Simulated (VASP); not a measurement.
Al2Cu: single point with PBE

The system is Al2Cu.

```
Al Cu
1.0
    -2.90510    2.90510    2.46570
     2.90510   -2.90510    2.46570
     2.90510    2.90510   -2.46570
Al Cu
4 2
Direct
  0.15872 0.65872 0.81744
  0.65872 0.84128 0.50000
  0.84128 0.34128 0.18256
  0.34128 0.15872 0.50000
  0.75000 0.75000 0.00000
  0.25000 0.25000 0.00000
```

| Item | Value |
| --- | --- |
| Program | VASP 6.6.1 |
| Task | single point |
| Functional | PBE |
| Potentials or basis | VASP PAW PBE potentials, release 64 (Al, Cu) |
| Cutoff | 520 eV |
| k mesh | 10 × 10 × 10 |
| Occupations | gaussian, width 0.15 eV |
| Spin | no spin polarisation |
| Dipole correction | no |
| Further INCAR settings | ALGO = Fast; EDIFF = 1e-06; NBANDS = 26 |

| Item | Value |
| --- | --- |
| Pressure | 8.9 GPa |
| Largest force | 0.124 eV/Å |
| Band gap on the k mesh | zero (band 17 reaches 11.21 eV, above the bottom of band 18 at 7.18 eV) |

Forces in eV/Å, atoms in the order of the input:
```
Al   0.088  0.088  0.000
Al  -0.088  0.088  0.000
Al  -0.088 -0.088  0.000
Al   0.088 -0.088  0.000
Cu   0.000  0.000  0.000
Cu   0.000  0.000  0.000
```

Stress tensor (GPa, compression positive):
```
11.44  0.00  0.00
 0.00 11.44  0.00
 0.00  0.00  3.91
```

Levels at points of the mesh, in eV from the Fermi level:
```
           k point  band 14  band 15  band 16  band 17  band 18  band 19  band 20  band 21
(0.00, 0.00, 0.00)    -1.80    -1.75    -1.45    -1.45    -1.08    -0.04    -0.02     1.35
(0.50, 0.00, 0.00)    -3.18    -2.67    -2.67     0.43     0.43     3.81     3.81     4.70
(0.50, 0.50, 0.00)    -3.19    -1.46    -1.24    -0.96    -0.74     1.22     1.78     4.84
(0.50, 0.50, 0.50)    -3.53    -3.43    -2.09     2.44     2.96     2.96     3.64     4.19
```

Run time: 2.1 min on 1 thread of Intel(R) Xeon(R) 6975P-C (Granite Rapids), with other jobs on the host, peak memory 0.32 GiB.
